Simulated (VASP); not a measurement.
Input of a VASP 6.6.1 run:

Contents of INCAR:

```
ALGO = Normal
EDIFF = 1E-6
ENCUT = 520
GGA = PE
ISIF = 2
ISMEAR = 0
LASPH = T
LCHARG = F
LREAL = F
LWAVE = F
NBANDS = 36
NELM = 80
PREC = Accurate
SIGMA = 0.05
```

KPOINTS

```
k-points
0
Gamma
  8 8 3
```

The input POSCAR:

```
ZnS
1.0
    2.7046500000     -2.7046500000      0.0000000000
    2.7046500000      0.0000000000     -2.7046500000
    5.4093000000      5.4093000000      5.4093000000
Zn S
3 3
Direct
    0.6666666667      0.6666666667      0.3333333333
    0.0000000000      0.0000000000      0.0000000000
    0.3333333333      0.3333333333      0.6666666667
    0.6666666667      0.6666666667      0.0833333333
    1.0000000000      1.0000000000      0.7500000000
    0.3333333333      0.3333333333      0.4166666667
```

Potentials or basis: VASP PAW PBE potentials, release 64 (Zn, S).

The run is started by

```bash
$ cat potpaw_PBE.64/Zn/POTCAR potpaw_PBE.64/S/POTCAR > POTCAR
$ mpirun -np 1 vasp_std > vasp.out
```

Predict the band gap on the k mesh.

2.10 eV.

Predict the pressure.

1.5 GPa.

PBE gaps usually lie below the measured ones, often by a third to a half.
